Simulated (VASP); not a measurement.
# Co (P6_3/mmc) in VASP: single point with PBE

Aim: the single point of Co with PBE.

Everything below comes from runs of VASP 6.6.1. Logs are shortened: lines on timing, memory, paths and dates and some standing lists are left out, and cuts for length are marked.

**1. The cell of the first run**

Symmetry: P6_3/mmc, No. 194, hexagonal system. Conventional cell: a = 2.503 Å, b = 2.503 Å, c = 4.062 Å, α = 90.00°, β = 90.00°, γ = 120.00°. Co (site symmetry -6m2) has 12 Co at 2.49 to 2.50 Å within 3.3 Å.

**2. Single point, PBE, non-collinear spin, typed start**

INCAR

```
ALGO = Normal
EDIFF = 1E-6
ENCUT = 520
GGA = PE
ISIF = 2
ISMEAR = 0
LASPH = True
LCHARG = True
LMAXMIX = 4
LNONCOLLINEAR = True
LORBIT = 11
LREAL = False
LVHAR = True
LWAVE = False
MAGMOM = 0 0 1.8 0 0 1.8
NBANDS = 30
NELM = 150
PREC = Accurate
SIGMA = 0.1
```

KPOINTS

```
k-points
0
Gamma
  4 4 2
```

POSCAR

```
Co
1.0
    2.5027902893      0.0000000000      0.0000000000
   -1.2513951447      2.1674799706      0.0000000000
    0.0000000000      0.0000000000      4.0621674062
Co
2
Direct
    0.3333333330      0.6666666670      0.2500000000
    0.6666666670      0.3333333330      0.7500000000
```

Potentials or basis: VASP PAW PBE potentials, release 64 (Co).

Started as:

```console
$ cat potpaw_PBE.64/Co/POTCAR > POTCAR
$ mpirun -np 1 vasp_ncl > vasp.out
```

OUTCAR:

```text
EDIFF = 1E-6
   ENCUT = 520
   GGA = PE
   ISIF = 2
   ISMEAR = 0
   LASPH = True
   LNONCOLLINEAR = True
   LORBIT = 11
   LREAL = False
   NELM = 150
   PREC = Accurate

 ion  position               nearest neighbor table
   1  0.333  0.667  0.250-   2 2.49   2 2.49   2 2.49   2 2.49   2 2.49   2 2.49
   2  0.667  0.333  0.750-   1 2.49   1 2.49   1 2.49   1 2.49   1 2.49   1 2.49

  LATTYP: Found a hexagonal cell.
 ALAT       =     2.5027902893
 C/A-ratio  =     1.6230554448

  Lattice vectors:

 A1 = (   2.5027902893,   0.0000000000,   0.0000000000)
 A2 = (  -1.2513951447,   2.1674799706,   0.0000000000)
 A3 = (   0.0000000000,   0.0000000000,   4.0621674062)

Analysis of symmetry for initial positions (statically):
=====================================================================
 Subroutine PRICEL returns:
 Original cell was already a primitive cell.

 Routine SETGRP: Setting up the symmetry group for a
 hexagonal supercell.

 Subroutine GETGRP returns: Found 24 space group operations
 (whereof 12 operations were pure point group operations)
 out of a pool of 24 trial point group operations.

The static configuration has the point symmetry D_3d.
 The point group associated with its full space group is D_6h.

Analysis of symmetry for dynamics (positions and initial velocities):
=====================================================================
 Subroutine PRICEL returns:
 Original cell was already a primitive cell.

 Routine SETGRP: Setting up the symmetry group for a
 hexagonal supercell.

 Subroutine GETGRP returns: Found 24 space group operations
 (whereof 12 operations were pure point group operations)
 out of a pool of 24 trial point group operations.

The dynamic configuration has the point symmetry D_3d.
 The point group associated with its full space group is D_6h.

Analysis of structural, dynamic, and magnetic symmetry:
=====================================================================
 Subroutine PRICEL returns:
 Original cell was already a primitive cell.

 Routine SETGRP: Setting up the symmetry group for a
 hexagonal supercell.

 Subroutine GETGRP returns: Found 12 space group operations
 (whereof  6 operations were pure point group operations)
 out of a pool of 24 trial point group operations.

The overall configuration has the point symmetry S_6 .
 The point group associated with its full space group is C_6h.

 Subroutine INISYM returns: Found 12 space group operations
 (whereof  6 operations are pure point group operations),
 and found     1 'primitive' translations

----------------------------------------------------------------------------------------

                                     Primitive cell

  volume of cell :      22.0362

  direct lattice vectors                    reciprocal lattice vectors
     2.502790289  0.000000000  0.000000000     0.399554051  0.230682639  0.000000000
    -1.251395145  2.167479971  0.000000000     0.000000000  0.461365278  0.000000000
     0.000000000  0.000000000  4.062167406     0.000000000  0.000000000  0.246174000

  length of vectors
     2.502790289  2.502790289  4.062167406     0.461365278  0.461365278  0.246174000

  position of ions in fractional coordinates (direct lattice)
     0.333333333  0.666666667  0.250000000
     0.666666667  0.333333333  0.750000000

  ion indices of the primitive-cell ions
   primitive index   ion index
                 1           1
                 2           2

----------------------------------------------------------------------------------------

 KPOINTS: k-points

Automatic generation of k-mesh.
 Grid dimensions read from file:
 generate k-points for:    4    4    2

 Generating k-lattice:

  Cartesian coordinates                     Fractional coordinates (reciprocal lattice)
     0.099888513  0.057670660  0.000000000     0.250000000  0.000000000  0.000000000
     0.000000000  0.115341320  0.000000000     0.000000000  0.250000000  0.000000000
     0.000000000  0.000000000  0.123087000     0.000000000  0.000000000  0.500000000

  Length of vectors
     0.115341320  0.115341320  0.123087000

  Shift w.r.t. Gamma in fractional coordinates (k-lattice)
     0.000000000  0.000000000  0.000000000

 Subroutine IBZKPT returns following result:
 ===========================================

 Found      8 irreducible k-points:

 Following reciprocal coordinates:
            Coordinates               Weight
  0.000000  0.000000  0.000000      1.000000
  0.250000  0.000000  0.000000      6.000000
  0.500000  0.000000  0.000000      3.000000
  0.250000  0.250000  0.000000      6.000000
  0.000000  0.000000  0.500000      1.000000
  0.250000  0.000000  0.500000      6.000000
  0.500000  0.000000  0.500000      3.000000
  0.250000  0.250000  0.500000      6.000000
   k-points           NKPTS =      8   k-points in BZ     NKDIM =      8   number of bands    NBANDS=     30
   number of dos      NEDOS =    301   number of ions     NIONS =      2
   total plane-waves  NPLWV =  12000
   dimension x,y,z NGX =    20 NGY =   20 NGZ =   30
   dimension x,y,z NGXF=    40 NGYF=   40 NGZF=   60
   ions per type =               2
   NGX,Y,Z   is equivalent  to a cutoff of  13.28, 13.28, 12.28 a.u.
   NGXF,Y,Z  is equivalent  to a cutoff of  26.57, 26.57, 24.56 a.u.
 SYSTEM =  unknown system
   PREC   = accura    normal or accurate (medium, high low for compatibility)
   ISTART =      0    job   : 0-new  1-cont  2-samecut
   ICHARG =      2    charge: 1-file 2-atom 10-const
   ISPIN  =      1    spin polarized calculation?
   LNONCOLLINEAR =      T non collinear calculations
   LSORBIT =      F    spin-orbit coupling
   LASPH  =      T    aspherical Exc in radial PAW
   ENCUT  =  520.0 eV  38.22 Ry    6.18 a.u.   4.65  4.65  7.55*2*pi/ulx,y,z
   NELM   =    150;   NELMIN=  2; NELMDL= -5     # of ELM steps
   EDIFF  = 0.1E-05   stopping-criterion for ELM
   LREAL  =      F    real-space projection
   EDIFFG = 0.1E-04   stopping-criterion for IOM
   NSW    =      0    number of steps for IOM
   IBRION =     -1    ionic relax: 0-MD 1-quasi-New 2-CG
   NFREE  =      0    steps in history (QN), initial steepest desc. (CG)
   ISIF   =      2    stress and relaxation
   ISYM   =      2    0-nonsym 1-usesym 2-fastsym
   POTIM  = 0.5000    time-step for ionic-motion
   TEBEG  =    0.0;   TEEND  =   0.0 temperature during run
   PSTRESS=    0.0 pullay stress
   NELECT =      18.0000    total number of electrons
   NUPDOWN=      -1.0000    fix difference up-down
   EMIN   =  10.00;   EMAX   =-10.00  energy-range for DOS
   EFERMI =   0.00;   METHOD = LEGACY
   ISMEAR =     0;   SIGMA  =   0.10  broadening in eV -4-tet -1-fermi 0-gaus
   EFERMI_NEDOS =   21; number of points for ismear=-14 and -15
   IALGO  =     38    algorithm
   IMIX   =      4    mixing-type and parameters
     AMIX     =   0.40;   BMIX     =  1.00
     AMIX_MAG =   1.60;   BMIX_MAG =  1.00
  volume/ion in A,a.u.               =      11.02        74.35
  Fermi-wavevector in a.u.,A,eV,Ry     =   1.530335  2.891914 31.863832  2.341926
  Thomas-Fermi vector in A             =   2.637832
   LORBIT       =     11    0 simple, 1 ext, 2 COOP (PROOUT), +10 PAW based schemes
   GGA     = PE    functional components
   LHFCALC =     F    Hartree Fock is set to
   AEXX    =    0.0000 exact exchange contribution
   IVDW    =     0    specifies the selected vdW correction
   LEPSILON=     F    determine dielectric tensor
   LRPA    =     F    only Hartree local field effects (RPA)
 Gauss-broadening in eV      SIGMA  =   0.10
  energy-cutoff  :      520.00
  volume of cell :       22.04
 maximum number of plane-waves:      1208
 NGX is ok and might be reduce to    20
   NGX =  9   NGY =  9   NGZ = 15

 number of electron      18.0000001 magnetization       0.0000000      0.0000000      3.3739524

 number of electron      18.0000001 magnetization      -0.0000000     -0.0000000      3.3737032

 number of electron      18.0000001 magnetization      -0.0000000      0.0000000      3.3737991

 Free energy of the ion-electron system (eV)
  ---------------------------------------------------
  ext. energy  EPLUGINS =         0.00000000
  ---------------------------------------------------
  free energy    TOTEN  =       -14.04086839 eV

  energy without entropy =      -14.03095922  energy(sigma->0) =      -14.03591380

 E-fermi :  10.0619     XC(G=0): -13.3054

 val. band max:        9.9766394025   @ k =   0.0000   0.0000   0.0000
 cond. band min:      10.0763967164   @ k =   0.5000   0.0000   0.5000
 fundamental gap:      0.0997573139
 Fermi energy:        10.0618805076

 k-point     1 :       0.0000    0.0000    0.0000
  band No.  band energies     occupation
      1       1.2022      1.00000
      2       1.2391      1.00000
      3       4.9693      1.00000
      4       5.9995      1.00000
      5       7.4308      1.00000
      6       7.4982      1.00000
[... 22 lines left out ...]
     29      34.3718      0.00000
     30      34.3718      0.00000
[... 200 lines left out ...]
  band No.  band energies     occupation
      1       5.7669      1.00000
      2       5.7669      1.00000
      3       6.7574      1.00000
      4       6.7574      1.00000
      5       6.7822      1.00000
      6       6.7822      1.00000
[... 22 lines left out ...]
     29      21.4069      0.00000
     30      21.4069      0.00000

------------------------ aborting loop because EDIFF is reached ----------------------------------------

  FORCE on cell =-STRESS in cart. coord.  units (eV):
  Direction    XX          YY          ZZ          XY          YZ          ZX
  --------------------------------------------------------------------------------------
  -------------------------------------------------------------------------------------
  Total       -0.4608029     -0.4608029      0.0524711     -0.0000002      0.0000000     -0.0000000
  in kB      -33.5033658    -33.5033657      3.8149927     -0.0000173      0.0000000     -0.0000000
  external PRESSURE =     -21.0639129 kB  Pullay stress =       0.0000000 kB

 VOLUME and BASIS-vectors are now :
 -----------------------------------------------------------------------------
  energy-cutoff  :      520.00
  volume of cell :       22.04
      direct lattice vectors                 reciprocal lattice vectors
     2.502790289  0.000000000  0.000000000     0.399554051  0.230682639  0.000000000
    -1.251395145  2.167479971  0.000000000     0.000000000  0.461365278  0.000000000
     0.000000000  0.000000000  4.062167406     0.000000000  0.000000000  0.246174000

 POSITION                                       TOTAL-FORCE (eV/Angst)
 -----------------------------------------------------------------------------------
     -0.00000      1.44499      1.01554        -0.000000      0.000000     -0.000000
      1.25140      0.72249      3.04663         0.000000     -0.000000      0.000000
 -----------------------------------------------------------------------------------
    total drift:                               -0.000000      0.000000     -0.000000

  FREE ENERGIE OF THE ION-ELECTRON SYSTEM (eV)
  ---------------------------------------------------
  free  energy   TOTEN  =       -14.0408683907 eV

  energy  without entropy=      -14.0309592164  energy(sigma->0) =      -14.03591380

 total charge

# of ion       s       p       d       tot
------------------------------------------
    1        0.486   0.493   7.269   8.248
    2        0.486   0.493   7.269   8.248
--------------------------------------------------
tot          0.972   0.986  14.538  16.497

 magnetization (x)

# of ion       s       p       d       tot
------------------------------------------
    1        0.000   0.000   0.000   0.000
    2        0.000   0.000   0.000   0.000
--------------------------------------------------
tot          0.000   0.000   0.000   0.000

 magnetization (y)

# of ion       s       p       d       tot
------------------------------------------
    1       -0.000  -0.000  -0.000  -0.000
    2       -0.000  -0.000  -0.000  -0.000
--------------------------------------------------
tot         -0.000  -0.000  -0.000  -0.000

 magnetization (z)

# of ion       s       p       d       tot
------------------------------------------
    1       -0.011  -0.036   1.748   1.700
    2       -0.011  -0.036   1.748   1.700
--------------------------------------------------
tot         -0.022  -0.073   3.495   3.400
```

Run time: 32 s. Hardware: 1 thread of Intel Xeon 6975P-C (Granite Rapids), shared host; peak memory 0.18 GiB.

What came out:

```
Free energy                                           : -14.0409 eV
Pressure                                              : -2.1 GPa
Band gap on the k mesh                                : zero (band 18 reaches 11.28 eV, above the bottom of band 19 at 9.12 eV)
Net moment                                            : 3.37 μB per cell
Valence electrons inside the program's atomic spheres : Co 8.25
```

Moments on the atoms (μB; x, y, z):
```
Co  0.00 0.00 1.70
Co  0.00 0.00 1.70
```

Caveat: the k points lie up to 0.77 Å⁻¹ apart.
